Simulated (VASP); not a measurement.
# C10O in VASP: a series of runs

Runs on C10O. Level: PBE. Tasks: single point.

Program: VASP 6.6.1. These are calculated values, not measurements. Logs are shortened: lines on timing, memory, paths and dates and some standing lists are left out, and cuts for length are marked.

## 1. The cell of the first run

The cell holds a wire or tube with vacuum around it, 11 atoms: a = 4.272 Å, b = 8.872 Å, c = 20.279 Å, α = 90.00°, β = 90.00°, γ = 103.93°.

## 2. Single point, PBE

Input file INCAR:

```
SYSTEM = C10O
  ALGO = Normal
  DIPOL = 0.5 0.5 0.323
  EDIFF = 1E-6
  ENCUT = 520
  GGA = PE
  IDIPOL = 3
  ISIF = 2
  ISMEAR = 0
  LASPH = .TRUE.
  LCHARG = .FALSE.
  LDIPOL = .TRUE.
  LREAL = .FALSE.
  LWAVE = .FALSE.
  NBANDS = 34
  NELM = 100
  PREC = Accurate
  SIGMA = 0.1
```

Input file KPOINTS:

```
k-points
0
G
  7 3 1
  0 0 0
```

Input file POSCAR:

```
C10O
1.0
    4.2718357708      0.0000000000      0.0000000000
   -2.1359178854      8.6110540238      0.0000000000
    0.0000000000      0.0000000000     20.2788010491
C O
10 1
Direct
    0.1564123854      0.9794914374      0.1972503202
    0.8230790520      0.9794914374      0.1972503202
    0.6461581040      0.9589828748      0.2574344482
    0.3128247708      0.9589828748      0.2574344482
    0.1338042908      0.9383829247      0.3175270418
    0.8045779619      0.9383827251      0.3175270445
    0.6222261577      0.9176688648      0.3778998052
    0.2954420376      0.9176688691      0.3778997289
    0.0947395260      0.8987957680      0.4329048751
    0.8040524743      0.8987950712      0.4329053295
    0.5947395260      1.1487957680      0.3860294526
```

Potentials or basis: VASP PAW PBE potentials, release 64 (C, O).

The run is started by

```
cat potpaw_PBE.64/C/POTCAR potpaw_PBE.64/O/POTCAR > POTCAR
mpirun -np 1 vasp_std > vasp.out
```

OUTCAR:

```text
SYSTEM = C10O
   EDIFF = 1E-6
   ENCUT = 520
   GGA = PE
   ISIF = 2
   ISMEAR = 0
   LASPH = .TRUE.
   LREAL = .FALSE.
   NELM = 100
   PREC = Accurate

 ion  position               nearest neighbor table
   1  0.156  0.979  0.197-   4 1.42   2 1.42
   2  0.823  0.979  0.197-   3 1.42   1 1.42
   3  0.646  0.959  0.257-   4 1.42   2 1.42   6 1.43
   4  0.313  0.959  0.257-   3 1.42   1 1.42   5 1.43
   5  0.134  0.938  0.318-   6 1.41   4 1.43   8 1.44
   6  0.805  0.938  0.318-   5 1.41   3 1.43   7 1.44
   7  0.622  0.918  0.378-  10 1.39   8 1.40   6 1.44
   8  0.295  0.918  0.378-   9 1.39   7 1.40   5 1.44
   9  0.095  0.899  0.433-  10 1.24   8 1.39
  10  0.804  0.899  0.433-   9 1.24   7 1.39
  11  0.595  0.149  0.386-

  LATTYP: Found a base centered orthorhombic cell.
 ALAT       =     4.2718357708
 B/A-ratio  =     4.0315473187
 C/A-ratio  =     4.7470928512

  Lattice vectors:

 A1 = (   2.1359178854,  -8.6110540238,   0.0000000000)
 A2 = (   2.1359178854,   8.6110540238,   0.0000000000)
 A3 = (   0.0000000000,   0.0000000000,  20.2788010491)

Analysis of symmetry for initial positions (statically):
=====================================================================
 Subroutine PRICEL returns:
 Original cell was already a primitive cell.

 Routine SETGRP: Setting up the symmetry group for a
 base centered orthorhombic supercell.

 Subroutine GETGRP returns: Found  1 space group operations
 (whereof  1 operations were pure point group operations)
 out of a pool of  8 trial point group operations.

The static configuration has the point symmetry C_1 .

Analysis of symmetry for dynamics (positions and initial velocities):
=====================================================================
 Subroutine PRICEL returns:
 Original cell was already a primitive cell.

 Routine SETGRP: Setting up the symmetry group for a
 base centered orthorhombic supercell.

 Subroutine GETGRP returns: Found  1 space group operations
 (whereof  1 operations were pure point group operations)
 out of a pool of  8 trial point group operations.

The dynamic configuration has the point symmetry C_1 .

 Subroutine INISYM returns: Found  1 space group operations
 (whereof  1 operations are pure point group operations),
 and found     1 'primitive' translations

----------------------------------------------------------------------------------------

                                     Primitive cell

  volume of cell :     745.9559

  direct lattice vectors                    reciprocal lattice vectors
     4.271835771  0.000000000  0.000000000     0.234091396  0.058064901  0.000000000
    -2.135917885  8.611054024  0.000000000     0.000000000  0.116129802  0.000000000
     0.000000000  0.000000000 20.278801049     0.000000000  0.000000000  0.049312580

  length of vectors
     4.271835771  8.872000711 20.278801049     0.241185229  0.116129802  0.049312580

  position of ions in fractional coordinates (direct lattice)
     0.156412385  0.979491437  0.197250320
     0.823079052  0.979491437  0.197250320
     0.646158104  0.958982875  0.257434448
     0.312824771  0.958982875  0.257434448
     0.133804291  0.938382925  0.317527042
     0.804577962  0.938382725  0.317527044
     0.622226158  0.917668865  0.377899805
     0.295442038  0.917668869  0.377899729
     0.094739526  0.898795768  0.432904875
     0.804052474  0.898795071  0.432905330
     0.594739526  0.148795768  0.386029453

  ion indices of the primitive-cell ions
   primitive index   ion index
                 1           1
                 2           2
                 3           3
                 4           4
                 5           5
                 6           6
[... 38 lines left out ...]
|                                                                             |
|        The reciprocal lattice is base centered orthorhombic,                |
|        whereas your k-lattice is simple monoclinic.                         |
|                                                                             |
|     Results are often still useful ...                                      |
|                                                                             |
 -----------------------------------------------------------------------------

 WARNING: IBZKPT: internal override: KBLOWUP is changed to .FALSE.
      ... skipping the blow-up phase ...

 Subroutine IBZKPT returns following result:
 ===========================================

 Found     11 irreducible k-points:

 Following reciprocal coordinates:
            Coordinates               Weight
  0.000000  0.000000  0.000000      1.000000
  0.142857  0.000000  0.000000      2.000000
  0.285714  0.000000  0.000000      2.000000
  0.428571  0.000000  0.000000      2.000000
  0.000000  0.333333  0.000000      2.000000
  0.142857  0.333333  0.000000      2.000000
  0.285714  0.333333  0.000000      2.000000
  0.428571  0.333333  0.000000      2.000000
 -0.428571  0.333333  0.000000      2.000000
 -0.285714  0.333333  0.000000      2.000000
 -0.142857  0.333333  0.000000      2.000000
   k-points           NKPTS =     11   k-points in BZ     NKDIM =     11   number of bands    NBANDS=     34
   number of dos      NEDOS =    301   number of ions     NIONS =     11
   total plane-waves  NPLWV = 358400
   dimension x,y,z NGX =    32 NGY =   70 NGZ =  160
   dimension x,y,z NGXF=    64 NGYF=  140 NGZF=  320
   ions per type =              10   1
   NGX,Y,Z   is equivalent  to a cutoff of  12.45, 13.12, 13.12 a.u.
   NGXF,Y,Z  is equivalent  to a cutoff of  24.91, 26.23, 26.23 a.u.
 SYSTEM =  C10O
   PREC   = accura    normal or accurate (medium, high low for compatibility)
   ISTART =      0    job   : 0-new  1-cont  2-samecut
   ICHARG =      2    charge: 1-file 2-atom 10-const
   ISPIN  =      1    spin polarized calculation?
   LNONCOLLINEAR =      F non collinear calculations
   LSORBIT =      F    spin-orbit coupling
   LASPH  =      T    aspherical Exc in radial PAW
   ENCUT  =  520.0 eV  38.22 Ry    6.18 a.u.   7.94 16.50 37.71*2*pi/ulx,y,z
   NELM   =    100;   NELMIN=  2; NELMDL= -5     # of ELM steps
   EDIFF  = 0.1E-05   stopping-criterion for ELM
   LREAL  =      F    real-space projection
   EDIFFG = 0.1E-04   stopping-criterion for IOM
   NSW    =      0    number of steps for IOM
   IBRION =     -1    ionic relax: 0-MD 1-quasi-New 2-CG
   NFREE  =      0    steps in history (QN), initial steepest desc. (CG)
   ISIF   =      2    stress and relaxation
   ISYM   =      2    0-nonsym 1-usesym 2-fastsym
   POTIM  = 0.5000    time-step for ionic-motion
   TEBEG  =    0.0;   TEEND  =   0.0 temperature during run
   PSTRESS=    0.0 pullay stress
   NELECT =      46.0000    total number of electrons
   NUPDOWN=      -1.0000    fix difference up-down
   EMIN   =  10.00;   EMAX   =-10.00  energy-range for DOS
   EFERMI =   0.00;   METHOD = LEGACY
   ISMEAR =     0;   SIGMA  =   0.10  broadening in eV -4-tet -1-fermi 0-gaus
   EFERMI_NEDOS =   21; number of points for ismear=-14 and -15
   IALGO  =     38    algorithm
   IMIX   =      4    mixing-type and parameters
     AMIX     =   0.40;   BMIX     =  1.00
     AMIX_MAG =   1.60;   BMIX_MAG =  1.00
  volume/ion in A,a.u.               =      67.81       457.63
  Fermi-wavevector in a.u.,A,eV,Ry     =   0.646780  1.222236  5.691644  0.418324
  Thomas-Fermi vector in A             =   1.714874
   LORBIT       =      0    0 simple, 1 ext, 2 COOP (PROOUT), +10 PAW based schemes
   GGA     = PE    functional components
   LHFCALC =     F    Hartree Fock is set to
   AEXX    =    0.0000 exact exchange contribution
   IVDW    =     0    specifies the selected vdW correction
   LEPSILON=     F    determine dielectric tensor
   LRPA    =     F    only Hartree local field effects (RPA)
 non-spin polarized calculation
 Gauss-broadening in eV      SIGMA  =   0.10
  energy-cutoff  :      520.00
  volume of cell :      745.96
 maximum number of plane-waves:     20148
   NGX = 15   NGY = 33   NGZ = 75

 dipolmoment           0.000000      0.000000     -0.037389 electrons x Angstroem

 number of electron      45.9999999 magnetization

 dipolmoment           0.000000      0.000000      0.009746 electrons x Angstroem

 Free energy of the ion-electron system (eV)
  ---------------------------------------------------
  ext. energy  EPLUGINS =         0.00000000
  ---------------------------------------------------
  free energy    TOTEN  =       -84.56195955 eV

  energy without entropy =      -84.53269032  energy(sigma->0) =      -84.54732494

 E-fermi :  -5.0438     XC(G=0):  -2.1690

 val. band max:       -5.1465137510   @ k =   0.0000   0.3333   0.0000
 cond. band min:      -5.0411304346   @ k =  -0.4286   0.3333   0.0000
 fundamental gap:      0.1053833164
 Fermi energy:        -5.0438267838

 k-point     1 :       0.0000    0.0000    0.0000
  band No.  band energies     occupation
      1     -23.7738      2.00000
      2     -21.8252      2.00000
      3     -20.5713      2.00000
      4     -18.9865      2.00000
      5     -18.4384      2.00000
      6     -17.7233      2.00000
[... 396 lines left out ...]
     33       1.8475      0.00000
     34       1.9943      0.00000

------------------------ aborting loop because EDIFF is reached ----------------------------------------

 vacuum level on the upper side and lower side of the slab       (xc-potential included)        -0.048        -0.101

  FORCE on cell =-STRESS in cart. coord.  units (eV):
  Direction    XX          YY          ZZ          XY          YZ          ZX
  --------------------------------------------------------------------------------------
  -------------------------------------------------------------------------------------
  Total       -1.1222670     -5.6866144      0.0758602     -0.0771879      0.0004698     -0.0003230
  in kB       -2.4104250    -12.2138119      0.1629340     -0.1657856      0.0010091     -0.0006937
  external PRESSURE =      -4.8204343 kB  Pullay stress =       0.0000000 kB

 VOLUME and BASIS-vectors are now :
 -----------------------------------------------------------------------------
  energy-cutoff  :      520.00
  volume of cell :      745.96
      direct lattice vectors                 reciprocal lattice vectors
     4.271835771  0.000000000  0.000000000     0.234091396  0.058064901  0.000000000
    -2.135917885  8.611054024  0.000000000     0.000000000  0.116129802  0.000000000
     0.000000000  0.000000000 20.278801049     0.000000000  0.000000000  0.049312580

 POSITION                                       TOTAL-FORCE (eV/Angst)
 -----------------------------------------------------------------------------------
     -1.42395      8.43445      4.00000        -6.747136     -0.169644      1.148733
      1.42395      8.43445      4.00000         6.758318     -0.178158      1.137769
      0.71197      8.25785      5.22046        -0.270127      0.149028     -1.146254
     -0.71197      8.25785      5.22046         0.262727      0.144055     -1.158696
     -1.43272      8.08047      6.43907        -0.910597     -0.194350     -0.679118
      1.43272      8.08046      6.43907         0.980998     -0.195580     -0.802540
      0.69798      7.90210      7.66335         0.298826      2.053023      0.283333
     -0.69799      7.90210      7.66335        -0.438055      1.655117      0.232694
     -1.51504      7.73958      8.77879        -0.952399     -0.234139      0.427870
      1.51503      7.73957      8.77880         1.055901     -0.290572      0.555750
      2.22281      1.28129      7.82821        -0.038455     -2.738780      0.000459
 -----------------------------------------------------------------------------------
    total drift:                               -0.000222     -0.000518      0.000113

  FREE ENERGIE OF THE ION-ELECTRON SYSTEM (eV)
  ---------------------------------------------------
  free  energy   TOTEN  =       -84.5619595475 eV

  energy  without entropy=      -84.5326903246  energy(sigma->0) =      -84.54732494

 vacuum level on the upper side and lower side of the slab         1.258         1.204
```

Wall time 15 min (1 thread of AMD EPYC 7R43 (Zen 3), shared host); peak memory 0.75 GiB.

What came out:

| Property | Result |
| --- | --- |
| Free energy | -84.5620 eV |
| Largest force | 6.856 eV/Å |
| Band gap on the k mesh | zero (bands 23 and 24 overlap by 0.05 eV) |

Forces in eV/Å, atoms in the order of the input:
```
C   -6.747 -0.170  1.149
C    6.758 -0.178  1.138
C   -0.270  0.149 -1.146
C    0.263  0.144 -1.159
C   -0.911 -0.194 -0.679
C    0.981 -0.196 -0.803
C    0.299  2.053  0.283
C   -0.438  1.655  0.233
C   -0.952 -0.234  0.428
C    1.056 -0.291  0.556
O   -0.038 -2.739  0.000
```

[end of part 1 of 2]
